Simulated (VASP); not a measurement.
Input of a VASP 6.6.1 run:

Contents of POSCAR:

```
BiIr
1.0
    0.0000000000      3.1073323374      3.1073323374
    3.1073323374      0.0000000000      3.1073323374
    3.1073323374      3.1073323374      0.0000000000
Ir Bi
1 1
Direct
    0.0000000000      0.0000000000      0.0000000000
    0.2500000000      0.2500000000      0.2500000000
```

INCAR.step1

```
SYSTEM = BiIr
PREC = Accurate ; ENCUT = 520
ISMEAR = 0 ; SIGMA = 0.05
LREAL = .FALSE. ; LASPH = .TRUE.
NELM = 100 ; NBANDS = 19
GGA = PE ; ALGO = Normal
EDIFF = 1E-4 ; LWAVE = .TRUE.
LCHARG = .FALSE.
```

INCAR.step2

```
SYSTEM = BiIr
PREC = Accurate ; ENCUT = 520
EDIFF = 1E-6 ; ISMEAR = 0
SIGMA = 0.05 ; LREAL = .FALSE.
LASPH = .TRUE. ; NELM = 100
ALGO = Normal ; ISIF = 2
LWAVE = .FALSE. ; LCHARG = .TRUE.
METAGGA = R2SCAN ; LMIXTAU = .TRUE.
LELF = .TRUE. ; LVHAR = .TRUE.
NBANDS = 19 ; ISTART = 1
```

KPOINTS

```
regular mesh
0
G
  10 10 10
  0 0 0
```

Potentials or basis: VASP PAW PBE potentials, release 64 (Ir, Bi_d).

Launch:

```console
$ cat potpaw_PBE.64/Ir/POTCAR potpaw_PBE.64/Bi_d/POTCAR > POTCAR
$ cp INCAR.step1 INCAR
$ mpirun -np 1 vasp_std > vasp.out
$ cp INCAR.step2 INCAR
$ mpirun -np 1 vasp_std > vasp.out
```

**Question.** Predict the band gap on the k mesh.

**Answer.** Zero (band 12 reaches 7.07 eV, above the bottom of band 13 at 4.17 eV).

**Question.** Estimate the pressure.

**Answer.** -5.2 GPa.

Caveat: the PAW data sets were made with another functional, which shifts forces and pressure a little; spin-orbit coupling is left out, which moves the levels of the heavy elements.
